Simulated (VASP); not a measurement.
Crystal: Yb.

```xyz
1
Lattice="-2.1076 2.1076 2.1076 2.1076 -2.1076 2.1076 2.1076 2.1076 -2.1076" Properties=species:S:1:pos:R:3 pbc="T T T"
Yb    0.0000    0.0000    0.0000
```

Base run:

| Property | Result |
| --- | --- |
| Program | VASP 6.6.1 |
| Functional | PBE |
| Potentials or basis | VASP PAW PBE potentials, release 64 (Yb) |
| Cutoff | 520 eV |
| k mesh | 9 × 9 × 9 |
| Occupations | fermi-dirac, width 0.05 eV |
| Spin | collinear spin, ferromagnetic start |
| Starting moments | [1.0] μB |

Its results: band gap on the k mesh zero (filled and empty bands overlap); pressure -1.3 GPa; net moment 0.00 μB per cell.

Task: The run is repeated on the same cell with these changes: functional from PBE to PBEsol; further incar settings from ALGO = Normal; EDIFF = 1e-06; NBANDS = 22 to ALGO = Normal; EDIFF = 1e-07; NBANDS = 22. What comes out?

Result: Band gap on the k mesh zero (filled and empty bands overlap); pressure -3.2 GPa; net moment 0.00 μB per cell.

Caveats: spin-orbit coupling is left out, which moves the levels of the heavy elements; the PAW data sets were made with another functional, which shifts forces and pressure a little (some runs).
